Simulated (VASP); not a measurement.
A run of VASP 6.6.1 is set up as follows.

File INCAR:

```
SYSTEM = Ag
PREC = Accurate
ENCUT = 520
EDIFF = 1E-7
ISMEAR = -1
SIGMA = 0.06122561905347299
LREAL = .FALSE.
LASPH = .TRUE.
NELM = 80
ALGO = Normal
ISIF = 2
LWAVE = .FALSE.
LCHARG = .TRUE.
GGA = PE
LELF = .TRUE.
LVHAR = .TRUE.
NBANDS = 12
```

The input KPOINTS:

```
regular mesh
0
G
  23 23 23
  0 0 0
```

Contents of POSCAR:

```
Ag
1.0
   -1.6398854273      1.6398854273      1.6398854273
    1.6398854273     -1.6398854273      1.6398854273
    1.6398854273      1.6398854273     -1.6398854273
Ag
1
Direct
    0.0000000000      0.0000000000      0.0000000000
```

Potentials or basis: VASP PAW PBE potentials, release 64 (Ag).

Command:

```sh
$ cat potpaw_PBE.64/Ag/POTCAR > POTCAR
$ mpirun -np 1 vasp_std > vasp.out
```

What does it give for the pressure?

1.6 GPa.

Predict the band gap on the k mesh.

zero (an odd number of electrons rules out a gap without spin polarisation).
